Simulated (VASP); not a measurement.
# Sc (P6_3/mmc) in VASP: further runs

The runs below take Sc through single point, with LDA.

Everything below comes from runs of VASP 6.6.1. Logs are shortened: lines on timing, memory, paths and dates and some standing lists are left out, and cuts for length are marked.

### 1 The cell of the first run

It takes space group P6_3/mmc (No. 194, hexagonal). The conventional cell has a = 2.973 Å, b = 2.973 Å, c = 4.592 Å, α = 90.00°, β = 90.00°, γ = 120.00°. Sc (site symmetry -6m2) has 12 Sc at 2.87 to 2.97 Å within 3.8 Å.

### 2 Single point, LDA (volume scaled by 0.78)

INCAR reads:

```
SYSTEM = Sc
PREC = Accurate
ENCUT = 520
EDIFF = 1E-7
ISMEAR = -1
SIGMA = 0.05
LREAL = .FALSE.
LASPH = .TRUE.
NELM = 80
ALGO = Normal
ISIF = 2
LWAVE = .FALSE.
LCHARG = .TRUE.
GGA = CA
LELF = .TRUE.
LVHAR = .TRUE.
NBANDS = 18
```

KPOINTS reads:

```
Automatic mesh
0
G
  15 15 8
  0 0 0
```

POSCAR reads:

```
Sc
1.0
    2.9733738237      0.0000000000      0.0000000000
   -1.4866869119      2.5750172663      0.0000000000
    0.0000000000      0.0000000000      4.5921270254
Sc
2
Direct
    0.3333333333      0.6666666667      0.2500000000
    0.6666666667      0.3333333333      0.7500000000
```

Potentials or basis: VASP PAW LDA potentials, release 64 (Sc_sv).

Run with:

```console
$ cat potpaw_LDA.64/Sc_sv/POTCAR > POTCAR
$ mpirun -np 1 vasp_std > vasp.out
```

OUTCAR:

```text
SYSTEM = Sc
   PREC = Accurate
   ENCUT = 520
   EDIFF = 1E-7
   ISMEAR = -1
   LREAL = .FALSE.
   LASPH = .TRUE.
   NELM = 80
   ISIF = 2
   GGA = CA

 ion  position               nearest neighbor table
   1  0.333  0.667  0.250-   2 2.87   2 2.87   2 2.87   2 2.87   2 2.87   2 2.87
   2  0.667  0.333  0.750-   1 2.87   1 2.87   1 2.87   1 2.87   1 2.87   1 2.87

  LATTYP: Found a hexagonal cell.
 ALAT       =     2.9733738237
 C/A-ratio  =     1.5444163088

  Lattice vectors:

 A1 = (   2.9733738237,   0.0000000000,   0.0000000000)
 A2 = (  -1.4866869119,   2.5750172663,   0.0000000000)
 A3 = (   0.0000000000,   0.0000000000,   4.5921270254)

Analysis of symmetry for initial positions (statically):
=====================================================================
 Subroutine PRICEL returns:
 Original cell was already a primitive cell.

 Routine SETGRP: Setting up the symmetry group for a
 hexagonal supercell.

 Subroutine GETGRP returns: Found 24 space group operations
 (whereof 12 operations were pure point group operations)
 out of a pool of 24 trial point group operations.

The static configuration has the point symmetry D_3d.
 The point group associated with its full space group is D_6h.

Analysis of symmetry for dynamics (positions and initial velocities):
=====================================================================
 Subroutine PRICEL returns:
 Original cell was already a primitive cell.

 Routine SETGRP: Setting up the symmetry group for a
 hexagonal supercell.

 Subroutine GETGRP returns: Found 24 space group operations
 (whereof 12 operations were pure point group operations)
 out of a pool of 24 trial point group operations.

The dynamic configuration has the point symmetry D_3d.
 The point group associated with its full space group is D_6h.

 Subroutine INISYM returns: Found 24 space group operations
 (whereof 12 operations are pure point group operations),
 and found     1 'primitive' translations

----------------------------------------------------------------------------------------

                                     Primitive cell

  volume of cell :      35.1596

  direct lattice vectors                    reciprocal lattice vectors
     2.973373824  0.000000000  0.000000000     0.336318290  0.194173455  0.000000000
    -1.486686912  2.575017266  0.000000000     0.000000000  0.388346911  0.000000000
     0.000000000  0.000000000  4.592127025     0.000000000  0.000000000  0.217764011

  length of vectors
     2.973373824  2.973373824  4.592127025     0.388346911  0.388346911  0.217764011

  position of ions in fractional coordinates (direct lattice)
     0.333333333  0.666666667  0.250000000
     0.666666667  0.333333333  0.750000000

  ion indices of the primitive-cell ions
   primitive index   ion index
                 1           1
                 2           2

----------------------------------------------------------------------------------------

 KPOINTS: Automatic mesh

Automatic generation of k-mesh.
 Grid dimensions read from file:
 generate k-points for:   15   15    8

 Generating k-lattice:

  Cartesian coordinates                     Fractional coordinates (reciprocal lattice)
     0.022421219  0.012944897  0.000000000     0.066666667  0.000000000  0.000000000
     0.000000000  0.025889794  0.000000000     0.000000000  0.066666667  0.000000000
     0.000000000  0.000000000  0.027220501     0.000000000  0.000000000  0.125000000

  Length of vectors
     0.025889794  0.025889794  0.027220501

  Shift w.r.t. Gamma in fractional coordinates (k-lattice)
     0.000000000  0.000000000  0.000000000

 Subroutine IBZKPT returns following result:
 ===========================================

 Found    135 irreducible k-points:

 Following reciprocal coordinates:
            Coordinates               Weight
  0.000000  0.000000  0.000000      1.000000
  0.066667  0.000000  0.000000      6.000000
  0.133333 -0.000000  0.000000      6.000000
  0.200000 -0.000000  0.000000      6.000000
  0.266667 -0.000000  0.000000      6.000000
  0.333333  0.000000  0.000000      6.000000
[... 16 lines left out ...]
  0.333333  0.200000  0.000000     12.000000
  0.400000  0.200000  0.000000      6.000000
 [... further k-points ...]
   k-points           NKPTS =    135   k-points in BZ     NKDIM =    135   number of bands    NBANDS=     18
   number of dos      NEDOS =    301   number of ions     NIONS =      2
   total plane-waves  NPLWV =  20736
   dimension x,y,z NGX =    24 NGY =   24 NGZ =   36
   dimension x,y,z NGXF=    48 NGYF=   48 NGZF=   72
   ions per type =               2
   NGX,Y,Z   is equivalent  to a cutoff of  13.42, 13.42, 13.03 a.u.
   NGXF,Y,Z  is equivalent  to a cutoff of  26.84, 26.84, 26.07 a.u.
 SYSTEM =  Sc
   PREC   = accura    normal or accurate (medium, high low for compatibility)
   ISTART =      0    job   : 0-new  1-cont  2-samecut
   ICHARG =      2    charge: 1-file 2-atom 10-const
   ISPIN  =      1    spin polarized calculation?
   LNONCOLLINEAR =      F non collinear calculations
   LSORBIT =      F    spin-orbit coupling
   LASPH  =      T    aspherical Exc in radial PAW
   ENCUT  =  520.0 eV  38.22 Ry    6.18 a.u.   5.53  5.53  8.54*2*pi/ulx,y,z
   NELM   =     80;   NELMIN=  2; NELMDL= -5     # of ELM steps
   EDIFF  = 0.1E-06   stopping-criterion for ELM
   LREAL  =      F    real-space projection
   EDIFFG = 0.1E-05   stopping-criterion for IOM
   NSW    =      0    number of steps for IOM
   IBRION =     -1    ionic relax: 0-MD 1-quasi-New 2-CG
   NFREE  =      0    steps in history (QN), initial steepest desc. (CG)
   ISIF   =      2    stress and relaxation
   ISYM   =      2    0-nonsym 1-usesym 2-fastsym
   POTIM  = 0.5000    time-step for ionic-motion
   TEBEG  =    0.0;   TEEND  =   0.0 temperature during run
   PSTRESS=    0.0 pullay stress
   NELECT =      22.0000    total number of electrons
   NUPDOWN=      -1.0000    fix difference up-down
   EMIN   =  10.00;   EMAX   =-10.00  energy-range for DOS
   EFERMI =   0.00;   METHOD = LEGACY
   ISMEAR =    -1;   SIGMA  =   0.05  broadening in eV -4-tet -1-fermi 0-gaus
   EFERMI_NEDOS =   21; number of points for ismear=-14 and -15
   IALGO  =     38    algorithm
   IMIX   =      4    mixing-type and parameters
     AMIX     =   0.40;   BMIX     =  1.00
     AMIX_MAG =   1.60;   BMIX_MAG =  1.00
  volume/ion in A,a.u.               =      17.58       118.63
  Fermi-wavevector in a.u.,A,eV,Ry     =   1.400236  2.646062 26.676407  1.960661
  Thomas-Fermi vector in A             =   2.523216
   LORBIT       =      0    0 simple, 1 ext, 2 COOP (PROOUT), +10 PAW based schemes
   GGA     = CA    functional components
   LHFCALC =     F    Hartree Fock is set to
   AEXX    =    0.0000 exact exchange contribution
   IVDW    =     0    specifies the selected vdW correction
   LEPSILON=     F    determine dielectric tensor
   LRPA    =     F    only Hartree local field effects (RPA)
 non-spin polarized calculation
  energy-cutoff  :      520.00
  volume of cell :       35.16
 maximum number of plane-waves:       978
 NGX is ok and might be reduce to    24
   NGX = 11   NGY = 11   NGZ = 17

 number of electron      22.0000006 magnetization

 Free energy of the ion-electron system (eV)
  ---------------------------------------------------
  ext. energy  EPLUGINS =         0.00000000
  ---------------------------------------------------
  free energy    TOTEN  =       -12.86883553 eV

  energy without entropy =      -12.84489804  energy(sigma->0) =      -12.85686679

 E-fermi :   5.7011     XC(G=0): -11.6287

 val. band max:        5.6970269088   @ k =   0.2000   0.1333   0.1250
 cond. band min:       5.7019186170   @ k =   0.1333   0.1333   0.1250
 fundamental gap:      0.0048917082
 Fermi energy:         5.7010867924

 k-point     1 :       0.0000    0.0000    0.0000
  band No.  band energies     occupation
      1     -42.4031      2.00000
      2     -42.1015      2.00000
      3     -22.0189      2.00000
      4     -20.9681      2.00000
      5     -20.9681      2.00000
      6     -20.7751      2.00000
[... 10 lines left out ...]
     17       8.6508      0.00000
     18       8.6508      0.00000

 k-point     2 :       0.0667    0.0000    0.0000
  band No.  band energies     occupation
      1     -42.3945      2.00000
      2     -42.0986      2.00000
      3     -22.0014      2.00000
      4     -21.0030      2.00000
      5     -20.9802      2.00000
      6     -20.8119      2.00000
[... 10 lines left out ...]
     17       8.5411      0.00000
     18       8.5541      0.00000

 k-point     3 :       0.1333   -0.0000    0.0000
  band No.  band energies     occupation
      1     -42.3697      2.00000
      2     -42.0909      2.00000
      3     -21.9503      2.00000
      4     -21.1023      2.00000
      5     -21.0135      2.00000
      6     -20.9134      2.00000
[... 10 lines left out ...]
     17       8.5945      0.00000
     18       8.6722      0.00000

 k-point     4 :       0.2000   -0.0000    0.0000
  band No.  band energies     occupation
      1     -42.3320      2.00000
      2     -42.0806      2.00000
      3     -21.8701      2.00000
      4     -21.2495      2.00000
      5     -21.0604      2.00000
      6     -21.0571      2.00000
[... 375 lines left out ...]
      4     -21.5171      2.00000
      5     -21.4844      2.00000
      6     -21.2303      2.00000
[... 10 lines left out ...]
     17      10.7736      0.00000
     18      11.2644      0.00000

 k-point    23 :       0.3333    0.2000    0.0000
  band No.  band energies     occupation
      1     -42.1527      2.00000
      2     -42.0717      2.00000
      3     -21.6777      2.00000
      4     -21.4787      2.00000
      5     -21.4186      2.00000
      6     -21.3138      2.00000
[... 10 lines left out ...]
     17      11.0430      0.00000
     18      11.2334      0.00000

 k-point    24 :       0.4000    0.2000    0.0000
  band No.  band energies     occupation
      1     -42.1378      2.00000
      2     -42.0771      2.00000
      3     -21.7039      2.00000
      4     -21.4629      2.00000
      5     -21.3705      2.00000
      6     -21.3578      2.00000
[... 10 lines left out ...]
     17      11.0225      0.00000
     18      11.2328      0.00000

 [... further k-points ...]
[... 5 lines left out ...]
  --------------------------------------------------------------------------------------
  -------------------------------------------------------------------------------------
  Total        4.9040673      4.9040673      4.8869585     -0.0000000      0.0000000      0.0000000
  in kB      223.4721717    223.4721717    222.6925458     -0.0000000      0.0000000      0.0000000
  external PRESSURE =     223.2122964 kB  Pullay stress =       0.0000000 kB

 VOLUME and BASIS-vectors are now :
 -----------------------------------------------------------------------------
  energy-cutoff  :      520.00
  volume of cell :       35.16
      direct lattice vectors                 reciprocal lattice vectors
     2.973373824  0.000000000  0.000000000     0.336318290  0.194173455  0.000000000
    -1.486686912  2.575017266  0.000000000     0.000000000  0.388346911  0.000000000
     0.000000000  0.000000000  4.592127025     0.000000000  0.000000000  0.217764011

 POSITION                                       TOTAL-FORCE (eV/Angst)
 -----------------------------------------------------------------------------------
     -0.00000      1.71668      1.14803        -0.000000      0.000000      0.000000
      1.48669      0.85834      3.44410         0.000000     -0.000000      0.000000
 -----------------------------------------------------------------------------------
    total drift:                               -0.000000      0.000000     -0.000000

  FREE ENERGIE OF THE ION-ELECTRON SYSTEM (eV)
  ---------------------------------------------------
  free  energy   TOTEN  =       -12.8688355343 eV

  energy  without entropy=      -12.8448980441  energy(sigma->0) =      -12.85686679
```

Wall time 44 s (1 thread of AMD EPYC 9R45 (Zen 5), shared host); peak memory 0.16 GiB.

Results:

```yaml
Free_energy: -12.8688 eV
Pressure: 22.3 GPa
Band_gap_on_the_k_mesh: zero (band 11 reaches 7.56 eV, above the bottom of band 12 at 5.07 eV)
```

### 3 Single point, LDA (volume scaled by 0.78)

INCAR reads:

```
SYSTEM = Sc
  ALGO = Normal
  EDIFF = 1E-6
  ENCUT = 520
  ISIF = 2
  ISMEAR = -1
  LASPH = .TRUE.
  LCHARG = .FALSE.
  LREAL = .FALSE.
  LWAVE = .FALSE.
  NBANDS = 18
  NELM = 80
  PREC = Accurate
  SIGMA = 0.05
```

KPOINTS reads:

```
k-points
0
G
  15 15 8
  0 0 0
```

POSCAR is that of step 2.

Potentials or basis: VASP PAW LDA potentials, release 64 (Sc_sv).

Run with:

```console
$ cat potpaw_LDA.64/Sc_sv/POTCAR > POTCAR
$ mpirun -np 1 vasp_std > vasp.out
```

It took 38 s on 1 thread of AMD EPYC 9R45 (Zen 5), shared host; peak memory 0.16 GiB.

The run converged. Its results:

```yaml
Free_energy: -12.8688 eV
Pressure: 22.3 GPa
Band_gap_on_the_k_mesh: zero (band 11 reaches 7.56 eV, above the bottom of band 12 at 5.07 eV)
```

Stress tensor (GPa, compression positive):
```
22.36  0.00  0.00
 0.00 22.36  0.00
 0.00  0.00 22.27
```

Levels at points of the mesh, in eV from the Fermi level:
| k point | band 7 | band 8 | band 9 | band 10 | band 11 | band 12 | band 13 | band 14 | band 15 | band 16 |
| --- | --- | --- | --- | --- | --- | --- | --- | --- | --- | --- |
| (0.00, 0.00, 0.00) | -26.48 | -26.40 | -5.48 | -2.20 | 1.86 | 1.86 | 1.99 | 2.36 | 2.59 | 2.59 |
| (0.00, 0.00, 0.50) | -26.57 | -26.57 | -3.49 | -3.49 | 1.21 | 1.21 | 1.72 | 1.72 | 1.72 | 1.72 |

### 4 Single point, LDA (volume scaled by 0.88)

INCAR reads:

```
  PREC = Accurate
  ENCUT = 520
  EDIFF = 1E-6
  ISMEAR = -1
  SIGMA = 0.05
  LREAL = False
  LASPH = True
  NELM = 100
  ALGO = Normal
  ISIF = 2
  LWAVE = False
  LCHARG = False
  NBANDS = 18
```

KPOINTS reads:

```
regular mesh
0
Gamma
  15 15 8
```

POSCAR reads:

```
Sc
1.0
    3.0995369931      0.0000000000      0.0000000000
   -1.5497684966      2.6842777760      0.0000000000
    0.0000000000      0.0000000000      4.7676826706
Sc
2
Direct
    0.3333333333      0.6666666667      0.2500000000
    0.6666666667      0.3333333333      0.7500000000
```

Run with:

```console
$ cat potpaw_LDA.64/Sc_sv/POTCAR > POTCAR
$ mpirun -np 1 vasp_std > vasp.out
```

Wall time 42 s (1 thread of AMD EPYC 9R45 (Zen 5), shared host); peak memory 0.16 GiB.

Results (log left out):

| Property | Result |
| --- | --- |
| Free energy | -13.3103 eV |
| Pressure | 9.8 GPa |
| Band gap on the k mesh | zero (band 11 reaches 6.31 eV, above the bottom of band 12 at 4.19 eV) |

Levels at points of the mesh, in eV from the Fermi level:
```csv
k point,band 7,band 8,band 9,band 10,band 11,band 12,band 13,band 14,band 15,band 16
"(0.00, 0.00, 0.00)",-26.87,-26.81,-5.38,-1.95,1.49,1.77,1.77,2.23,2.40,2.40
"(0.00, 0.00, 0.50)",-26.94,-26.94,-3.54,-3.54,1.16,1.16,1.64,1.64,1.64,1.64
```

[end of part 1 of 2]
